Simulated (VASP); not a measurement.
# C (Cmmm) in VASP: a series of runs, part 2 of 2

VASP 6.6.1. Earlier steps stand in the parts before.

## (3) Single point, PBE+D3(BJ) (atoms displaced along a vibrational mode, the cell strained)

File INCAR:

```
  PREC = Accurate
  ENCUT = 520
  EDIFF = 1E-6
  ISMEAR = 0
  SIGMA = 0.15
  LREAL = False
  LASPH = True
  NELM = 100
  ALGO = Normal
  ISIF = 2
  LWAVE = False
  LCHARG = True
  GGA = PE
  IVDW = 12
  LELF = True
  LVHAR = True
  NBANDS = 11
```

File KPOINTS:

```
regular mesh
0
Gamma
  21 21 12
```

File POSCAR:

```
C
1.0
    2.5058198767      0.0000000000      0.0000000000
   -1.2529099384      2.1701036705      0.0000000000
    0.0000000000      0.0000000000      3.6316216684
C
2
Direct
    0.3427033926      0.6854067852      0.0000000000
    0.6572966074      0.3145932148      0.0000000000
```

Potentials or basis: VASP PAW PBE potentials, release 64 (C).

Command:

```
$ cat potpaw_PBE.64/C/POTCAR > POTCAR
$ mpirun -np 1 vasp_std > vasp.out
```

OUTCAR:

```text
PREC = Accurate
   ENCUT = 520
   EDIFF = 1E-6
   ISMEAR = 0
   LREAL = False
   LASPH = True
   NELM = 100
   ISIF = 2
   GGA = PE
   IVDW = 12
 IVDW          = 12

 ion  position               nearest neighbor table
   1  0.343  0.685  0.000-   2 1.37   2 1.49   2 1.49
   2  0.657  0.315  0.000-   1 1.37   1 1.49   1 1.49

  LATTYP: Found a hexagonal cell.
 ALAT       =     2.5058198767
 C/A-ratio  =     1.4492748270

  Lattice vectors:

 A1 = (   2.5058198767,   0.0000000000,   0.0000000000)
 A2 = (  -1.2529099384,   2.1701036705,   0.0000000000)
 A3 = (   0.0000000000,   0.0000000000,   3.6316216684)

Analysis of symmetry for initial positions (statically):
=====================================================================
 Subroutine PRICEL returns:
 Original cell was already a primitive cell.

 Routine SETGRP: Setting up the symmetry group for a
 hexagonal supercell.

 Subroutine GETGRP returns: Found  8 space group operations
 (whereof  8 operations were pure point group operations)
 out of a pool of 24 trial point group operations.

The static configuration has the point symmetry D_2h.

[... 170 lines left out ...]
      2      -2.8739      2.00000
      3      -0.4200      2.00000
      4       1.8852      2.00000
      5       7.6609      0.00000
      6      10.2166      0.00000
      7      13.0823      0.00000
      8      14.7757      0.00000
      9      15.2717      0.00000
     10      25.3134      0.00000
     11      26.4284      0.00000
[... 309 lines left out ...]
 k-point    24 :       0.0952    0.0476    0.0000
  band No.  band energies     occupation
      1     -15.1141      2.00000
      2      -2.4565      2.00000
      3      -1.3648      2.00000
      4       0.7080      2.00000
      5       8.1148      0.00000
      6      11.0488      0.00000
      7      13.6472      0.00000
      8      13.7392      0.00000
      9      16.0466      0.00000
     10      25.8798      0.00000
     11      26.2674      0.00000

 [... further k-points ...]

------------------------ aborting loop because EDIFF is reached ----------------------------------------

 Edisp (eV)   -0.28118

 E8    (eV) :    -0.0789

  FORCE on cell =-STRESS in cart. coord.  units (eV):
  Direction    XX          YY          ZZ          XY          YZ          ZX
  --------------------------------------------------------------------------------------
  -------------------------------------------------------------------------------------
  Total      -2.40181    -0.98945    -0.04668     0.00000     0.00000     0.00000
  in kB    -194.85772   -80.27393    -3.78698     0.00000     0.00000     0.00000
  external pressure =      -92.97 kB  Pullay stress =        0.00 kB

 VOLUME and BASIS-vectors are now :
 -----------------------------------------------------------------------------
  energy-cutoff  :      520.00
  volume of cell :       19.75
      direct lattice vectors                 reciprocal lattice vectors
     2.505819877  0.000000000  0.000000000     0.399070982  0.230403739  0.000000000
    -1.252909938  2.170103671  0.000000000     0.000000000  0.460807478  0.000000000
     0.000000000  0.000000000  3.631621668     0.000000000  0.000000000  0.275359080

 POSITION                                       TOTAL-FORCE (eV/Angst)
 -----------------------------------------------------------------------------------
     -0.00000      1.48740      0.00000         0.000000     -4.204128      0.000000
      1.25291      0.68270      0.00000        -0.000000      4.204128      0.000000
 -----------------------------------------------------------------------------------
    total drift:                                0.000000     -0.000000     -0.000000

  FREE ENERGIE OF THE ION-ELECTRON SYSTEM (eV)
  ---------------------------------------------------
  free  energy   TOTEN  =       -18.5158688196 eV

  energy  without entropy=      -18.5152484158  energy(sigma->0) =      -18.51555862
```

stdout:

```text
POSCAR found type information on POSCAR C
 POSCAR found :  1 types and       2 ions
 scaLAPACK will be used
 LDA part: xc-table for (Slater+PW92), standard interpolation
 POSCAR, INCAR and KPOINTS ok, starting setup
 FFT: planning ... GRIDC
 FFT: planning ... GRID_SOFT
 FFT: planning ... GRID
 WAVECAR not read
 entering main loop
```

Wall time 2.3 min (1 thread of AMD EPYC 7R43 (Zen 3), shared host); peak memory 0.22 GiB.

What came out:

```yaml
Free_energy: -18.5159 eV
Pressure: -9.3 GPa
Largest_force: 4.204 eV/Å
Band_gap_on_the_k_mesh: zero (bands 4 and 5 overlap by 0.09 eV)
Dispersion_energy_per_atom: -0.141 eV
```

Forces in eV/Å, atoms in the order of the input:
```
C    0.000 -4.204  0.000
C    0.000  4.204  0.000
```

Levels at points of the mesh, in eV from the Fermi level:
```csv
k point,band 1,band 2,band 3,band 4,band 5,band 6,band 7,band 8,band 9
"(0.00, 0.00, 0.00)",-19.16,-6.56,-4.11,-1.80,3.97,6.53,9.40,11.09,11.58
"(0.00, 0.00, 0.50)",-19.00,-7.88,-4.09,-1.78,6.58,9.04,9.47,10.86,11.79
```

Caveat: the cell differs from its parent crystal (atoms displaced along a vibrational mode, the cell strained); the cell stands under tension; forces of over 1 eV/Å act on the atoms, so gaps and moduli don't describe the material at rest.

## (4) Single point, PBE+D3(BJ) (atoms displaced along a vibrational mode, the cell strained)

File INCAR:

```
  ALGO = Normal
  EDIFF = 1E-6
  ENCUT = 520
  GGA = PE
  ISIF = 2
  ISMEAR = 0
  IVDW = 12
  LASPH = T
  LCHARG = T
  LELF = T
  LREAL = F
  LVHAR = T
  LWAVE = F
  NBANDS = 11
  NELM = 100
  PREC = Accurate
  SIGMA = 0.15
```

File KPOINTS:

```
k-points
0
Gamma
  21 21 12
```

File POSCAR:

```
C
1.0
    2.5262765552      0.0000000000      0.0000000000
   -1.2631382776      2.1878196737      0.0000000000
    0.0000000000      0.0000000000      3.6612690175
C
2
Direct
    0.3380183630      0.6760367259      0.0000000000
    0.6619816370      0.3239632741      0.0000000000
```

Command:

```
$ cat potpaw_PBE.64/C/POTCAR > POTCAR
$ mpirun -np 1 vasp_std > vasp.out
```

Wall time 2.6 min (1 thread of AMD EPYC 7R43 (Zen 3), shared host); peak memory 0.22 GiB.

The run converged. Its results:

| Property | Result |
| --- | --- |
| Free energy | -18.5997 eV |
| Pressure | -16.6 GPa |
| Largest force | 1.915 eV/Å |
| Band gap on the k mesh | zero (bands 4 and 5 overlap by 0.28 eV) |
| Dispersion energy per atom | -0.138 eV |

Forces in eV/Å, atoms in the order of the input:
```
C    0.000 -1.915  0.000
C    0.000  1.915  0.000
```

Stress tensor (GPa, compression positive):
```
-26.66   0.00   0.00
  0.00 -22.61   0.00
  0.00   0.00  -0.44
```

Levels at points of the mesh, in eV from the Fermi level:
```csv
k point,band 1,band 2,band 3,band 4,band 5,band 6,band 7,band 8
"(0.00, 0.00, 0.00)",-19.01,-6.46,-3.62,-2.47,3.96,7.08,8.56,10.71
"(0.00, 0.00, 0.50)",-18.86,-7.74,-3.60,-2.45,7.13,8.62,8.93,10.49
```

Caveat: the cell differs from its parent crystal (atoms displaced along a vibrational mode, the cell strained); the cell stands under tension; forces of over 1 eV/Å act on the atoms, so gaps and moduli don't describe the material at rest.

## (5) Overview

```tsv
cell	gap on the mesh (eV)	pressure (GPa)	largest force (eV/Å)
a = 2.506, b = 2.506, c = 3.632 Å, angles 90.0, 90.0, 120.0°, 2 atoms, atomic positions A	none	-9.8	3.49
a = 2.506, b = 2.506, c = 3.632 Å, angles 90.0, 90.0, 120.0°, 2 atoms, atomic positions B	none	-9.3	4.20
a = 2.526, b = 2.526, c = 3.661 Å, angles 90.0, 90.0, 120.0°, 2 atoms, atomic positions C	none	-16.6	1.92
```

Alike in all rows: task single point; level PBE+D3(BJ); potentials or basis VASP PAW PBE potentials, release 64 (C); no spin polarisation; k mesh 21 × 21 × 12; cutoff (eV) 520; smearing gaussian 0.15 eV.

Caveats: the cell stands under tension; forces of over 1 eV/Å act on the atoms, so gaps and moduli don't describe the material at rest.

Total energies depend on the potentials used, so only differences within one code and one set of settings carry meaning.
